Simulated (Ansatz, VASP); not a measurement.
One calculation of MoS2, two programs

Contents of POSCAR:

```
MoS2
1.0
    3.1043083785      0.0000000000      0.0000000000
   -1.5521541893      2.6884099170      0.0000000000
    0.0000000000      0.0000000000     12.0724192038
Mo S
2 4
Direct
    0.6666666667      0.3333333333      0.7500000000
    0.3333333333      0.6666666667      0.2500000000
    0.6666666667      0.3333333333      0.3770000000
    0.3333333333      0.6666666667      0.8770000000
    0.6666666667      0.3333333333      0.1230000000
    0.3333333333      0.6666666667      0.6230000000
```

The input INCAR.step1:

```
SYSTEM = MoS2
PREC = Accurate
ENCUT = 520
ISMEAR = -1
SIGMA = 0.05
LREAL = .FALSE.
LASPH = .TRUE.
NELM = 100
NBANDS = 35
GGA = PE
ALGO = Normal
EDIFF = 1E-4
LWAVE = .TRUE.
LCHARG = .FALSE.
```

File INCAR.step2:

```
SYSTEM = MoS2
PREC = Accurate
ENCUT = 520
EDIFF = 1E-6
ISMEAR = -1
SIGMA = 0.05
LREAL = .FALSE.
LASPH = .TRUE.
NELM = 100
ALGO = Normal
ISIF = 2
LWAVE = .FALSE.
LCHARG = .FALSE.
METAGGA = R2SCAN
LMIXTAU = .TRUE.
IVDW = 13
VDW_S6 = 1.0
VDW_S8 = 0.6018749
VDW_A1 = 0.51559235
VDW_A2 = 5.77342911
NBANDS = 35
ISTART = 1
```

File KPOINTS:

```
regular mesh
0
G
  10 10 3
  0 0 0
```

input.yaml

```yaml
crystal:
  lattice:
    - [3.1043083785, 0.0, 0.0]
    - [-1.5521541893, 2.688409917, 0.0]
    - [0.0, 0.0, 12.0724192038]
  atoms:
    - { symbol: Mo, position: [0.6666666667, 0.3333333333, 0.75] }
    - { symbol: Mo, position: [0.3333333333, 0.6666666667, 0.25] }
    - { symbol: S, position: [0.6666666667, 0.3333333333, 0.377] }
    - { symbol: S, position: [0.3333333333, 0.6666666667, 0.877] }
    - { symbol: S, position: [0.6666666667, 0.3333333333, 0.123] }
    - { symbol: S, position: [0.3333333333, 0.6666666667, 0.623] }
hamiltonian:
  xc: r2scan
  pseudopotentials: { kind: paw }
  dispersion: d4
kpoints:
  mp_grid: { grid: [10, 10, 3] }
scf:
  occupations: { method: fermi_dirac, width: 0.05 }
output:
  forces: true
  stress: true
  eigenvalues: true
```

Alike in both runs: task single point; functional r2SCAN; dispersion D4; k mesh 10 × 10 × 3; occupations fermi-dirac, width 0.05 eV; no spin polarisation.

|  | VASP | Ansatz |
| --- | --- | --- |
| version | VASP 6.6.1 | Ansatz 0.2.0 |
| potentials or method | VASP PAW PBE potentials, release 64 (Mo_sv, S) | Ansatz PAW |
| plane-wave cutoff (eV) | 520 | 500 |
| valence electrons in the cell | 52 | 52 |

VASP gave:

* gap on the k mesh at the Fermi level (eV): 0.99
* least direct gap on the mesh (eV): 2.16
* pressure (GPa): 10.4
* traceless stress, the component that is largest in VASP (GPa): -0.26
* rms of the force components (eV/Å): 0.396

**Question.** What did Ansatz give for the same quantities?

**Answer.** gap on the k mesh at the Fermi level (eV): 0.97; least direct gap on the mesh (eV): 2.15; pressure (GPa): 10.4; traceless stress, the component that is largest in VASP (GPa): -0.18; rms of the force components (eV/Å): 0.396.

VASP's potentials were made for PBE, not for r2SCAN. Atom by atom the forces differ by 0.000 eV/Å (rms over components).

Noted on Ansatz's run: odd divisions of the mesh miss points on the zone boundary, where band edges often lie, so the gap on the mesh can be too wide.
